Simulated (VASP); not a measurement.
Crystal: CaB2.

```
Ca B
1.0
     4.27309    0.00000    0.00000
     0.00000    4.27309    0.00000
     0.00000    0.00000    4.27309
Ca B
2 4
Direct
  0.00000 0.00000 0.00000
  0.50000 0.50000 0.50000
  0.25000 0.25000 0.25000
  0.25000 0.75000 0.75000
  0.75000 0.75000 0.25000
  0.75000 0.25000 0.75000
```

```yaml
Program: VASP 6.6.1
Task: relaxation of cell and atoms
Functional: PBE
Potentials_or_basis: VASP PAW PBE potentials, release 64 (Ca_sv, B)
Cutoff: 600 eV
k_mesh: 4 × 4 × 4
Occupations: gaussian, width 0.1 eV
Spin: no spin polarisation
```

At the start: pressure 51.7 GPa; volume 13.00 Å³/atom.

Q: How do energy, volume and symmetry change on relaxing?

A: Over 5 steps the energy falls by 1905.4 meV/atom and the volume is 33.66 Å³/atom (+158.8 %); space group Pn-3m (No. 224, to 0.05 Å).

Step by step:
| step | energy change (eV) | largest force (eV/Å) | pressure (GPa) | volume (Å³) |
| --- | --- | --- | --- | --- |
| 1 | 0.0000 | 0.0000 | 51.70 | 78.02 |
| 2 | -9.5621 | 0.0000 | 11.48 | 135.65 |
| 3 | -11.3321 | 0.0000 | 1.85 | 183.43 |
| 4 | -11.4289 | 0.0000 | 0.30 | 198.49 |
| 5 | -11.4322 | 0.0000 | 0.01 | 201.94 |

Final structure:
```
Ca B
1.0
     5.86684    0.00000    0.00000
     0.00000    5.86684    0.00000
     0.00000    0.00000    5.86684
Ca B
2 4
Cartesian
  0.0000 0.0000 0.0000
  2.9334 2.9334 2.9334
  1.4667 1.4667 1.4667
  1.4667 4.4001 4.4001
  4.4001 4.4001 1.4667
  4.4001 1.4667 4.4001
```

Caveat: the k points lie up to 0.27 Å⁻¹ apart in the final cell; the volume moved by over 15 % at a fixed basis, so the end points are rough.
